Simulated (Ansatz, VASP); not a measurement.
# HfB in VASP and in Ansatz

```
Hf B
1.0
     0.00000    2.40187    2.40187
     2.40187    0.00000    2.40187
     2.40187    2.40187    0.00000
Hf B
1 1
Direct
  0.50000 0.50000 0.50000
  0.00000 0.00000 0.00000
```

Alike in both runs: task single point; functional PBE; k mesh 16 × 16 × 16; occupations fermi-dirac, width 0.15 eV; no spin polarisation.

|  | VASP | Ansatz |
| --- | --- | --- |
| version | VASP 6.6.1 | Ansatz 0.2.0 |
| potentials or method | VASP PAW PBE potentials, release 64 (Hf_pv, B), cutoff 500 eV | scalar-relativistic, plane waves, PAW |
| valence electrons in the cell | 13 | 29 |

Ansatz gave:

```
gap on the k mesh at the Fermi level (eV) : none
pressure (GPa)                            : 3.5
```

Problem. Estimate VASP's values.

Solution. gap on the k mesh at the Fermi level (eV): none; pressure (GPa): 3.7.

A gap of «none» marks a metal or a gap that the smearing closes. VASP's potentials hold 13 valence electrons a cell and Ansatz's 29, so a difference there can come from the potentials and not from the codes.

Spin-orbit coupling is off throughout.
